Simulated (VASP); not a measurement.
# SiNi (Pnma) in VASP: single point with PBE

Aim: the single point of SiNi with PBE.

All numbers are computed with VASP 6.6.1; they aren't measurements. Logs are shortened: lines on timing, memory, paths and dates and some standing lists are left out, and cuts for length are marked.

## (1) The cell of the first run

It takes space group Pnma (No. 62, orthorhombic). Conventional cell: a = 5.173 Å, b = 3.338 Å, c = 5.605 Å, α = 90.00°, β = 90.00°, γ = 90.00°. Ni (site symmetry m) has 6 Si at 2.28 to 2.40 Å and 4 Ni at 2.68 to 2.69 Å within 3.0 Å. Within 3.0 Å of Si (site symmetry m) lie 6 Ni at 2.28 to 2.40 Å and 2 Si at 2.66 Å.

## (2) Single point, PBE, collinear spin, ferromagnetic start

Contents of INCAR:

```
SYSTEM = SiNi
PREC     = Accurate       ! precision mode
ENCUT    = 520            ! plane-wave cutoff, eV
EDIFF    = 1E-6           ! SCF threshold, eV
ISMEAR   = 0              ! smearing method
SIGMA    = 0.1            ! smearing width, eV
LREAL    = .FALSE.        ! projectors in reciprocal space
LASPH    = .TRUE.         ! aspherical terms in the spheres
NELM     = 150            ! most SCF steps
ALGO     = Normal         ! electronic algorithm
ISIF     = 2              ! what is computed and relaxed
LWAVE    = .FALSE.        ! write WAVECAR
LCHARG   = .FALSE.        ! write CHGCAR
ISPIN    = 2              ! spin polarisation
MAGMOM   = 2 2 2 2 0 0 0 0 ! initial moments
LORBIT   = 11             ! projections on sites
LMAXMIX  = 4              ! l up to which the mixer works
GGA      = PE             ! functional
NBANDS   = 42             ! bands
```

Contents of KPOINTS:

```
Automatic mesh
0
G
  5 7 4
  0 0 0
```

Contents of POSCAR:

```
SiNi
1.0
    5.1731000000      0.0000000000      0.0000000000
    0.0000000000      3.3381000000      0.0000000000
    0.0000000000      0.0000000000      5.6049000000
Ni Si
4 4
Direct
    0.0077900000      0.2500000000      0.1875200000
    0.4922100000      0.7500000000      0.6875200000
    0.5077900000      0.2500000000      0.3124800000
    0.9922100000      0.7500000000      0.8124800000
    0.3212800000      0.7500000000      0.0825000000
    0.1787200000      0.2500000000      0.5825000000
    0.8212800000      0.7500000000      0.4175000000
    0.6787200000      0.2500000000      0.9175000000
```

Potentials or basis: VASP PAW PBE potentials, release 64 (Ni, Si).

On the command line:

```bash
$ cat potpaw_PBE.64/Ni/POTCAR potpaw_PBE.64/Si/POTCAR > POTCAR
$ mpirun -np 1 vasp_std > vasp.out
```

OUTCAR:

```text
SYSTEM = SiNi
   PREC = Accurate
   ENCUT = 520
   EDIFF = 1E-6
   ISMEAR = 0
   LREAL = .FALSE.
   LASPH = .TRUE.
   NELM = 150
   ISIF = 2
   ISPIN = 2
   LORBIT = 11
   GGA = PE

 ion  position               nearest neighbor table
   1  0.008  0.250  0.188-   8 2.28   7 2.32   7 2.32   6 2.38   5 2.40   5 2.40   3 2.68   3 2.68
                             4 2.69   4 2.69
   2  0.492  0.750  0.688-   7 2.28   8 2.32   8 2.32   5 2.38   6 2.40   6 2.40   4 2.68   4 2.68
                             3 2.69   3 2.69
   3  0.508  0.250  0.312-   6 2.28   5 2.32   5 2.32   8 2.38   7 2.40   7 2.40   1 2.68   1 2.68
                             2 2.69   2 2.69
   4  0.992  0.750  0.812-   5 2.28   6 2.32   6 2.32   7 2.38   8 2.40   8 2.40   2 2.68   2 2.68
                             1 2.69   1 2.69
   5  0.321  0.750  0.083-   4 2.28   3 2.32   3 2.32   2 2.38   1 2.40   1 2.40   8 2.66   8 2.66

   6  0.179  0.250  0.583-   3 2.28   4 2.32   4 2.32   1 2.38   2 2.40   2 2.40   7 2.66   7 2.66

   7  0.821  0.750  0.417-   2 2.28   1 2.32   1 2.32   4 2.38   3 2.40   3 2.40   6 2.66   6 2.66

   8  0.679  0.250  0.917-   1 2.28   2 2.32   2 2.32   3 2.38   4 2.40   4 2.40   5 2.66   5 2.66

  LATTYP: Found a simple orthorhombic cell.
 ALAT       =     3.3381000000
 B/A-ratio  =     1.5497139091
 C/A-ratio  =     1.6790689314

  Lattice vectors:

 A1 = (   0.0000000000,  -3.3381000000,   0.0000000000)
 A2 = (   5.1731000000,   0.0000000000,   0.0000000000)
 A3 = (   0.0000000000,   0.0000000000,   5.6049000000)

Analysis of symmetry for initial positions (statically):
=====================================================================
 Subroutine PRICEL returns:
 Original cell was already a primitive cell.

 Routine SETGRP: Setting up the symmetry group for a
 simple orthorhombic supercell.

 Subroutine GETGRP returns: Found  8 space group operations
 (whereof  2 operations were pure point group operations)
 out of a pool of  8 trial point group operations.

The static configuration has the point symmetry S_2 .
 The point group associated with its full space group is D_2h.

Analysis of symmetry for dynamics (positions and initial velocities):
=====================================================================
 Subroutine PRICEL returns:
 Original cell was already a primitive cell.

 Routine SETGRP: Setting up the symmetry group for a
 simple orthorhombic supercell.

 Subroutine GETGRP returns: Found  8 space group operations
 (whereof  2 operations were pure point group operations)
 out of a pool of  8 trial point group operations.

The dynamic configuration has the point symmetry S_2 .
 The point group associated with its full space group is D_2h.

[... 172 lines left out ...]
  free energy    TOTEN  =       -47.61725056 eV

  energy without entropy =      -47.61335087  energy(sigma->0) =      -47.61530072

 E-fermi :  10.4559     XC(G=0): -12.2176

 val. band max:       10.3527817720   @ k =   0.0000   0.4286   0.2500
 cond. band min:      10.5411627893   @ k =   0.0000   0.2857   0.0000
 fundamental gap:      0.1883810173
 Fermi energy:        10.4559136996

 spin component 1

 k-point     1 :       0.0000    0.0000    0.0000
  band No.  band energies     occupation
      1      -2.5632      1.00000
      2       0.7419      1.00000
      3       2.1006      1.00000
      4       2.5937      1.00000
      5       3.9273      1.00000
      6       4.3931      1.00000
[... 1021 lines left out ...]
     39      17.1481      0.00000
     40      17.4846      0.00000

 [... further k-points ...]

 spin component 2

 k-point     1 :       0.0000    0.0000    0.0000
  band No.  band energies     occupation
      1      -2.5631      1.00000
      2       0.7420      1.00000
      3       2.1007      1.00000
      4       2.5937      1.00000
      5       3.9274      1.00000
      6       4.3931      1.00000
[... 1021 lines left out ...]
     39      17.1481      0.00000
     40      17.4847      0.00000

 [... further k-points ...]

 [bands above 40 left out]

------------------------ aborting loop because EDIFF is reached ----------------------------------------

  FORCE on cell =-STRESS in cart. coord.  units (eV):
  Direction    XX          YY          ZZ          XY          YZ          ZX
  --------------------------------------------------------------------------------------
  -------------------------------------------------------------------------------------
  Total        0.4763766      1.4253664      1.4665211      0.0000000      0.0000000      0.0000000
  in kB        7.8857486     23.5949469     24.2762054      0.0000000      0.0000000      0.0000000
  external PRESSURE =      18.5856336 kB  Pullay stress =       0.0000000 kB

 VOLUME and BASIS-vectors are now :
 -----------------------------------------------------------------------------
  energy-cutoff  :      520.00
  volume of cell :       96.79
      direct lattice vectors                 reciprocal lattice vectors
     5.173100000  0.000000000  0.000000000     0.193307688  0.000000000  0.000000000
     0.000000000  3.338100000  0.000000000     0.000000000  0.299571613  0.000000000
     0.000000000  0.000000000  5.604900000     0.000000000  0.000000000  0.178415315

 POSITION                                       TOTAL-FORCE (eV/Angst)
 -----------------------------------------------------------------------------------
      0.04030      0.83452      1.05103         0.032063      0.000000      0.040207
      2.54625      2.50357      3.85348        -0.032063      0.000000      0.040207
      2.62685      0.83452      1.75142         0.032063     -0.000000     -0.040207
      5.13280      2.50357      4.55387        -0.032063     -0.000000     -0.040207
      1.66201      2.50357      0.46240         0.022552     -0.000000      0.028975
      0.92454      0.83452      3.26485        -0.022552     -0.000000      0.028975
      4.24856      2.50357      2.34005         0.022552     -0.000000     -0.028975
      3.51109      0.83452      5.14250        -0.022552     -0.000000     -0.028975
 -----------------------------------------------------------------------------------
    total drift:                               -0.000000      0.000000     -0.000000

  FREE ENERGIE OF THE ION-ELECTRON SYSTEM (eV)
  ---------------------------------------------------
  free  energy   TOTEN  =       -47.6172505569 eV

  energy  without entropy=      -47.6133508734  energy(sigma->0) =      -47.61530072

 total charge

# of ion       s       p       d       tot
------------------------------------------
    1        0.498   0.640   8.447   9.586
    2        0.498   0.640   8.447   9.586
    3        0.498   0.640   8.447   9.586
    4        0.498   0.640   8.447   9.586
    5        0.762   0.852   0.000   1.614
    6        0.762   0.852   0.000   1.614
    7        0.762   0.852   0.000   1.614
    8        0.762   0.852   0.000   1.614
--------------------------------------------------
tot          5.040   5.971  33.788  44.799

 magnetization (x)

# of ion       s       p       d       tot
------------------------------------------
    1       -0.000   0.000   0.000   0.000
    2       -0.000   0.000   0.000   0.000
    3       -0.000   0.000   0.000   0.000
    4       -0.000   0.000   0.000   0.000
    5        0.000  -0.000   0.000  -0.000
    6        0.000  -0.000   0.000  -0.000
    7        0.000  -0.000   0.000  -0.000
    8        0.000  -0.000   0.000  -0.000
--------------------------------------------------
tot          0.000  -0.000   0.000   0.000
```

stdout:

```text
POSCAR found type information on POSCAR NiSi
 POSCAR found :  2 types and       8 ions
 scaLAPACK will be used
 LDA part: xc-table for (Slater+PW92), standard interpolation
 POSCAR, INCAR and KPOINTS ok, starting setup
 FFT: planning ... GRIDC
 FFT: planning ... GRID_SOFT
 FFT: planning ... GRID
 WAVECAR not read
 entering main loop
```

It took 4.6 min on 1 thread of Oxide Virtual Turin-like, shared host; peak memory 0.33 GiB.

Results:

```yaml
Free_energy: -47.6173 eV
Pressure: 1.9 GPa
Largest_force: 0.051 eV/Å
Band_gap_on_the_k_mesh: zero (filled and empty bands overlap)
Net_moment: 0.00 μB per cell
Valence_electrons_inside_the_program's_atomic_spheres: Ni 9.59; Si 1.61
```

Forces in eV/Å, atoms in the order of the input:
```
Ni   0.032  0.000  0.040
Ni  -0.032  0.000  0.040
Ni   0.032  0.000 -0.040
Ni  -0.032  0.000 -0.040
Si   0.023  0.000  0.029
Si  -0.023  0.000  0.029
Si   0.023  0.000 -0.029
Si  -0.023  0.000 -0.029
```

Caveat: the moments typed at the start vanished in this run.

The gap in the log of VASP goes by the Fermi energy; the results here count the filled bands.